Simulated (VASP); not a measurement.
A run of VASP 6.6.1 is set up as follows.

INCAR

```
SYSTEM = LaPPd3
ALGO     = Normal         ! electronic algorithm
EDIFF    = 1E-6           ! SCF threshold, eV
EDIFFG   = -0.005         ! ionic threshold
ENCUT    = 600            ! plane-wave cutoff, eV
GGA      = PE             ! functional
IBRION   = 2              ! ionic algorithm
ISIF     = 3              ! what is computed and relaxed
ISMEAR   = 0              ! smearing method
LASPH    = .True.         ! aspherical terms in the spheres
LCHARG   = .False.        ! write CHGCAR
LREAL    = Auto         
LUSENCCL = .False.      
LWAVE    = .False.        ! write WAVECAR
NELM     = 80             ! most SCF steps
NSW      = 100            ! ionic steps
PREC     = Accurate       ! precision mode
SIGMA    = 0.1            ! smearing width, eV
```

Contents of KPOINTS:

```
k-points
0
Gamma
  6 6 6
  0 0 0
```

The input POSCAR:

```
LaPPd3
1.0
   -4.5158500000      4.5158500000      4.5158500000
    4.5158500000     -4.5158500000      4.5158500000
    4.5158500000      4.5158500000     -4.5158500000
La Pd P
4 12 4
Direct
    0.0000000000      0.0000000000      0.0000000000
    0.0000000000      0.5000000000      0.5000000000
    0.5000000000      0.0000000000      0.5000000000
    0.5000000000      0.5000000000      0.0000000000
    0.3166000000      0.3166000000      0.5388000000
    0.6834000000      0.2222000000      0.0000000000
    0.7778000000      0.7778000000      0.4612000000
    0.2222000000      0.6834000000      0.0000000000
    0.5388000000      0.3166000000      0.3166000000
    1.0000000000      0.6834000000      0.2222000000
    0.4612000000      0.7778000000      0.7778000000
    0.0000000000      0.2222000000      0.6834000000
    0.3166000000      0.5388000000      0.3166000000
    0.2222000000      0.0000000000      0.6834000000
    0.7778000000      0.4612000000      0.7778000000
    0.6834000000      1.0000000000      0.2222000000
    0.6130000000      0.6130000000      0.6130000000
    0.3870000000      0.0000000000      0.0000000000
    0.0000000000      0.0000000000      0.3870000000
    0.0000000000      0.3870000000      0.0000000000
```

Potentials or basis: VASP PAW PBE potentials, release 64 (La, Pd, P).

The run is started by

```sh
$ cat potpaw_PBE.64/La/POTCAR potpaw_PBE.64/Pd/POTCAR potpaw_PBE.64/P/POTCAR > POTCAR
$ mpirun -np 1 vasp_std > vasp.out
```

**Question.** Estimate the relaxed volume.

**Answer.** 18.90 Å³/atom.

**Question.** Predict the space group after relaxing (to 0.1 Å).

**Answer.** I-43m (No. 217).

Final structure:
```
CELL_PARAMETERS angstrom
-4.55492 4.55492 4.55492
4.55492 -4.55492 4.55492
4.55492 4.55492 -4.55492
ATOMIC_POSITIONS crystal
La 0.00000 0.00000 0.00000
La 0.00000 0.50000 0.50000
La 0.50000 0.00000 0.50000
La 0.50000 0.50000 0.00000
Pd 0.31707 0.31707 0.54007
Pd 0.68293 0.22300 0.00000
Pd 0.77700 0.77700 0.45993
Pd 0.22300 0.68293 0.00000
Pd 0.54007 0.31707 0.31707
Pd 0.00000 0.68293 0.22300
Pd 0.45993 0.77700 0.77700
Pd 0.00000 0.22300 0.68293
Pd 0.31707 0.54007 0.31707
Pd 0.22300 0.00000 0.68293
Pd 0.77700 0.45993 0.77700
Pd 0.68293 0.00000 0.22300
P 0.62042 0.62042 0.62042
P 0.37958 0.00000 0.00000
P 0.00000 0.00000 0.37958
P 0.00000 0.37958 0.00000
```
